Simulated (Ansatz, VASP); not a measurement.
Ga: VASP beside Ansatz

```
Ga
1.0
     4.60778    0.00000    0.00000
    -2.30389    3.99046    0.00000
     0.00000    0.00000    2.94676
Ga
3
Cartesian
  2.3039 3.9905 0.0000
  0.0000 2.6603 1.4734
  2.3039 1.3302 1.4734
```

Alike in both runs: functional PBEsol; k mesh 8 × 8 × 11; occupations fermi-dirac, width 0.1 eV; no spin polarisation.

Ansatz relaxed the structure, and its values are those at the end. VASP's run is a single point on that final structure, the one shown.

|  | VASP | Ansatz |
| --- | --- | --- |
| version | VASP 6.6.1 | Ansatz 0.2.0 |
| potentials or method | VASP PAW PBE potentials, release 64 (Ga_d), cutoff 520 eV | plane waves (420 eV) with PAW, scalar-relativistic |
| valence electrons in the cell | 39 | 39 |

|  | VASP | Ansatz | Ansatz less VASP |
| --- | --- | --- | --- |
| pressure (GPa) | 0.1 | 0.0 | -0.10 |

VASP's potentials were made for PBE, not for PBEsol, and Ansatz warns of the same on its side.
